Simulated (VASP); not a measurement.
# Ba3HfO (P4/mmm) in VASP: a series of runs

Runs on Ba3HfO. Level: PBE. Tasks: single point, relaxation of cell and atoms.

Program: VASP 6.6.1. These are calculated values, not measurements. Logs are shortened: lines on timing, memory, paths and dates and some standing lists are left out, and cuts for length are marked.

### 1 The cell of the first run

It takes space group P4/mmm (No. 123, tetragonal). The conventional cell has a = 6.562 Å, b = 6.562 Å, c = 4.118 Å, α = 90.00°, β = 90.00°, γ = 90.00°. Ba (site symmetry mmm) has 2 O at 3.28 Å and 6 Ba at 3.87 to 4.12 Å and 4 Hf at 3.87 Å within 4.3 Å. Within 5.1 Å of Ba (site symmetry 4/mmm) lie 10 Ba at 3.87 to 4.12 Å and 4 Hf at 4.64 Å and 8 O at 5.08 Å. Hf (site symmetry 4/mmm) has 2 O at 2.06 Å within 2.7 Å. Within 2.7 Å of O (site symmetry 4/mmm) lie 2 Hf at 2.06 Å.

The cell was generated, and may not be a known phase.

### 2 Single point, PBE

INCAR reads:

```
SYSTEM = Ba3HfO
  PREC = Accurate
  ENCUT = 520
  EDIFF = 1E-7
  ISMEAR = 0
  SIGMA = 0.1
  LREAL = .False.
  LASPH = .True.
  NELM = 80
  ALGO = Normal
  ISIF = 2
  LWAVE = .False.
  LCHARG = .False.
  GGA = PE
  NBANDS = 31
```

KPOINTS reads:

```
regular mesh
0
Gamma
  6 6 10
  0 0 0
```

POSCAR reads:

```
Ba3HfO
1.0
    6.5619880578      0.0000000000      0.0000000000
    0.0000000000      6.5619880578      0.0000000000
    0.0000000000      0.0000000000      4.1176379192
Ba Hf O
3 1 1
Direct
    0.5000000000      0.0000000000      0.5000000000
    0.0000000000      0.5000000000      0.5000000000
    0.0000000000      0.0000000000      0.0000000000
    0.5000000000      0.5000000000      0.0000000000
    0.5000000000      0.5000000000      0.5000000000
```

Potentials or basis: VASP PAW PBE potentials, release 64 (Ba_sv, Hf_pv, O).

Started as:

```console
cat potpaw_PBE.64/Ba_sv/POTCAR potpaw_PBE.64/Hf_pv/POTCAR potpaw_PBE.64/O/POTCAR > POTCAR
mpirun -np 1 vasp_std > vasp.out
```

OUTCAR:

```text
SYSTEM = Ba3HfO
   PREC = Accurate
   ENCUT = 520
   EDIFF = 1E-7
   ISMEAR = 0
   LREAL = .False.
   LASPH = .True.
   NELM = 80
   ISIF = 2
   GGA = PE

 ion  position               nearest neighbor table
   1  0.500  0.000  0.500-   5 3.28   5 3.28   3 3.87   3 3.87   4 3.87   4 3.87   4 3.87   4 3.87
                             3 3.87   3 3.87   2 4.64   2 4.64   2 4.64   2 4.64
   2  0.000  0.500  0.500-   5 3.28   5 3.28   3 3.87   3 3.87   4 3.87   3 3.87   3 3.87   4 3.87
                             4 3.87   4 3.87   1 4.64   1 4.64   1 4.64   1 4.64
   3  0.000  0.000  0.000-   1 3.87   2 3.87   1 3.87   2 3.87   2 3.87   2 3.87   1 3.87   1 3.87

   4  0.500  0.500  0.000-   5 2.06   5 2.06   1 3.87   1 3.87   2 3.87   2 3.87   1 3.87   1 3.87
                             2 3.87   2 3.87
   5  0.500  0.500  0.500-   4 2.06   4 2.06   1 3.28   2 3.28   1 3.28   2 3.28

  LATTYP: Found a simple tetragonal cell.
 ALAT       =     6.5619880578
 C/A-ratio  =     0.6274985390

  Lattice vectors:

 A1 = (   6.5619880578,   0.0000000000,   0.0000000000)
 A2 = (   0.0000000000,   6.5619880578,   0.0000000000)
 A3 = (   0.0000000000,   0.0000000000,   4.1176379192)

Analysis of symmetry for initial positions (statically):
=====================================================================
 Subroutine PRICEL returns:
 Original cell was already a primitive cell.

 Routine SETGRP: Setting up the symmetry group for a
 simple tetragonal supercell.

 Subroutine GETGRP returns: Found 16 space group operations
 (whereof 16 operations were pure point group operations)
 out of a pool of 16 trial point group operations.

The static configuration has the point symmetry D_4h.

Analysis of symmetry for dynamics (positions and initial velocities):
=====================================================================
 Subroutine PRICEL returns:
 Original cell was already a primitive cell.

 Routine SETGRP: Setting up the symmetry group for a
 simple tetragonal supercell.

 Subroutine GETGRP returns: Found 16 space group operations
 (whereof 16 operations were pure point group operations)
 out of a pool of 16 trial point group operations.

The dynamic configuration has the point symmetry D_4h.

 Subroutine INISYM returns: Found 16 space group operations
 (whereof 16 operations are pure point group operations),
 and found     1 'primitive' translations

[... 100 lines left out ...]
   EDIFF  = 0.1E-06   stopping-criterion for ELM
   LREAL  =      F    real-space projection
   EDIFFG = 0.1E-05   stopping-criterion for IOM
   NSW    =      0    number of steps for IOM
   IBRION =     -1    ionic relax: 0-MD 1-quasi-New 2-CG
   NFREE  =      0    steps in history (QN), initial steepest desc. (CG)
   ISIF   =      2    stress and relaxation
   ISYM   =      2    0-nonsym 1-usesym 2-fastsym
   POTIM  = 0.5000    time-step for ionic-motion
   TEBEG  =    0.0;   TEEND  =   0.0 temperature during run
   PSTRESS=    0.0 pullay stress
   NELECT =      46.0000    total number of electrons
   NUPDOWN=      -1.0000    fix difference up-down
   EMIN   =  10.00;   EMAX   =-10.00  energy-range for DOS
   EFERMI =   0.00;   METHOD = LEGACY
   ISMEAR =     0;   SIGMA  =   0.10  broadening in eV -4-tet -1-fermi 0-gaus
   EFERMI_NEDOS =   21; number of points for ismear=-14 and -15
   IALGO  =     38    algorithm
   IMIX   =      4    mixing-type and parameters
     AMIX     =   0.40;   BMIX     =  1.00
     AMIX_MAG =   1.60;   BMIX_MAG =  1.00
  volume/ion in A,a.u.               =      35.46       239.30
  Fermi-wavevector in a.u.,A,eV,Ry     =   1.044130  1.973119 14.833163  1.090207
  Thomas-Fermi vector in A             =   2.178869
   LORBIT       =      0    0 simple, 1 ext, 2 COOP (PROOUT), +10 PAW based schemes
   GGA     = PE    functional components
   LHFCALC =     F    Hartree Fock is set to
   AEXX    =    0.0000 exact exchange contribution
   IVDW    =     0    specifies the selected vdW correction
   LEPSILON=     F    determine dielectric tensor
   LRPA    =     F    only Hartree local field effects (RPA)
 non-spin polarized calculation
 Gauss-broadening in eV      SIGMA  =   0.10
  energy-cutoff  :      520.00
  volume of cell :      177.30
 maximum number of plane-waves:      4807
 NGX is ok and might be reduce to    50
   NGX = 25   NGY = 25   NGZ = 15

 number of electron      46.0000003 magnetization

 Free energy of the ion-electron system (eV)
  ---------------------------------------------------
  ext. energy  EPLUGINS =         0.00000000
  ---------------------------------------------------
  free energy    TOTEN  =       -24.17102107 eV

  energy without entropy =      -24.14370503  energy(sigma->0) =      -24.15736305

 E-fermi :   2.9369     XC(G=0):  -8.7883

 val. band max:        2.9342386042   @ k =   0.0000   0.0000   0.4000
 cond. band min:       2.9472229868   @ k =   0.5000   0.0000   0.1000
 fundamental gap:      0.0129843826
 Fermi energy:         2.9369401547

 k-point     1 :       0.0000    0.0000    0.0000
  band No.  band energies     occupation
      1     -28.9579      2.00000
      2     -28.8467      2.00000
      3     -28.8467      2.00000
      4     -25.5121      2.00000
      5     -25.3549      2.00000
      6     -25.2906      2.00000
[... 805 lines left out ...]
     30       4.8828      0.00000
     31       5.0700      0.00000

 [... further k-points ...]

------------------------ aborting loop because EDIFF is reached ----------------------------------------

  FORCE on cell =-STRESS in cart. coord.  units (eV):
  Direction    XX          YY          ZZ          XY          YZ          ZX
  --------------------------------------------------------------------------------------
  -------------------------------------------------------------------------------------
  Total        0.2994318      0.2994318     -0.3351980      0.0000000      0.0000000      0.0000000
  in kB        2.7057617      2.7057617     -3.0289557      0.0000000      0.0000000      0.0000000
  external PRESSURE =       0.7941892 kB  Pullay stress =       0.0000000 kB

 VOLUME and BASIS-vectors are now :
 -----------------------------------------------------------------------------
  energy-cutoff  :      520.00
  volume of cell :      177.30
      direct lattice vectors                 reciprocal lattice vectors
     6.561988058  0.000000000  0.000000000     0.152392841  0.000000000  0.000000000
     0.000000000  6.561988058  0.000000000     0.000000000  0.152392841  0.000000000
     0.000000000  0.000000000  4.117637919     0.000000000  0.000000000  0.242857682

 POSITION                                       TOTAL-FORCE (eV/Angst)
 -----------------------------------------------------------------------------------
      3.28099      0.00000      2.05882         0.000000      0.000000      0.000000
      0.00000      3.28099      2.05882         0.000000      0.000000      0.000000
      0.00000      0.00000      0.00000         0.000000      0.000000      0.000000
      3.28099      3.28099      0.00000         0.000000      0.000000      0.000000
      3.28099      3.28099      2.05882         0.000000      0.000000      0.000000
 -----------------------------------------------------------------------------------
    total drift:                                0.000000     -0.000000      0.000000

  FREE ENERGIE OF THE ION-ELECTRON SYSTEM (eV)
  ---------------------------------------------------
  free  energy   TOTEN  =       -24.1710210716 eV

  energy  without entropy=      -24.1437050279  energy(sigma->0) =      -24.15736305
```

Wall time 5.6 min (1 thread of Intel Xeon Platinum 8259CL at 2.50GHz (Skylake/Cascade Lake), shared host); peak memory 0.47 GiB.

What came out:

- Free energy: -24.1710 eV
- Pressure: 0.1 GPa
- Band gap on the k mesh: zero (bands 23 and 24 overlap by 0.42 eV)

Caveat: spin-orbit coupling is left out, which moves the levels of the heavy elements.

### 3 Relaxation of cell and atoms, PBE

This run uses another cell than the first one, of 30.57 Å³/atom.

INCAR reads:

```
PREC = Accurate
ENCUT = 600
EDIFF = 1E-7
ISMEAR = 0
SIGMA = 0.1
LREAL = F
LASPH = T
NELM = 100
ALGO = Normal
ISIF = 3
LWAVE = F
LCHARG = F
GGA = PE
IBRION = 2
NSW = 90
EDIFFG = -0.04
```

KPOINTS reads:

```
Automatic mesh
0
Gamma
  4 4 4
```

POSCAR: that of step 2 with these lines changed.

```diff
@@ -2,5 +2,5 @@
 1.0
-    6.5619880578      0.0000000000      0.0000000000
-    0.0000000000      6.5619880578      0.0000000000
-    0.0000000000      0.0000000000      4.1176379192
+    4.8703367500      0.0000000000      0.0000000000
+    0.0000000000      4.8703367500      0.0000000000
+    0.0000000000      0.0000000000      6.4432782800
 Ba Hf O
```

Potentials or basis: VASP PAW PBE potentials, release 64 (Ba_sv, Hf_pv, O).

Started as:

```console
cat potpaw_PBE.64/Ba_sv/POTCAR potpaw_PBE.64/Hf_pv/POTCAR potpaw_PBE.64/O/POTCAR > POTCAR
mpirun -np 1 vasp_std > vasp.out
```

Wall time 32 min (1 thread of Intel Xeon Platinum 8259CL at 2.50GHz (Skylake/Cascade Lake), shared host); peak memory 0.37 GiB.

The run converged. Its results:

```yaml
Free_energy: -23.9836 eV
Relaxed_volume: 34.32 Å³/atom
Relaxed_cell: a = 6.440 Å, b = 6.440 Å, c = 4.137 Å, α = 90.00°, β = 90.00°, γ = 90.00°
Space_group_after_relaxing_to_0.1_Å: P4/mmm (No. 123)
Pressure_after_relaxing: 0.1 GPa
Band_gap_on_the_k_mesh: zero (bands 23 and 24 overlap by 0.37 eV)
```

Stress tensor (GPa, compression positive):
```
 0.18  0.00  0.00
 0.00  0.18  0.00
 0.00  0.00 -0.04
```

Final structure:
```yaml
crystal:
  lattice:
    - [6.44029, 0.00000, 0.00000]
    - [0.00000, 6.44029, 0.00000]
    - [0.00000, 0.00000, 4.13683]
  atoms:
    - { symbol: Ba, position: [0.50000, 0.00000, 0.50000] }
    - { symbol: Ba, position: [0.00000, 0.50000, 0.50000] }
    - { symbol: Ba, position: [0.00000, 0.00000, 0.00000] }
    - { symbol: Hf, position: [0.50000, 0.50000, 0.00000] }
    - { symbol: O, position: [0.50000, 0.50000, 0.50000] }
```

Levels at points of the mesh, in eV from the Fermi level:
| k point | band 20 | band 21 | band 22 | band 23 | band 24 | band 25 | band 26 | band 27 |
| --- | --- | --- | --- | --- | --- | --- | --- | --- |
| (0.00, 0.00, 0.00) | -3.15 | -1.38 | -1.31 | -1.11 | 0.51 | 0.51 | 2.05 | 2.05 |
| (0.50, 0.00, 0.00) | -2.14 | -1.49 | -0.61 | -0.19 | 0.11 | 0.24 | 0.65 | 1.16 |
| (0.50, 0.50, 0.00) | -1.47 | -0.50 | -0.50 | -0.44 | 0.21 | 0.99 | 1.18 | 1.18 |
| (0.00, 0.00, 0.50) | -1.35 | -0.05 | -0.05 | 0.19 | 0.37 | 0.69 | 0.92 | 1.33 |
| (0.50, 0.00, 0.50) | -1.73 | -0.47 | -0.36 | -0.33 | 0.18 | 0.47 | 0.64 | 1.43 |
| (0.50, 0.50, 0.50) | -2.38 | -1.20 | -0.61 | -0.61 | -0.18 | 0.36 | 1.94 | 1.94 |

Caveat: a cell axis changed by over 15 % at a fixed basis, so the end point is rough; spin-orbit coupling is left out, which moves the levels of the heavy elements.

The gap in the log of VASP goes by the Fermi energy; the results here count the filled bands.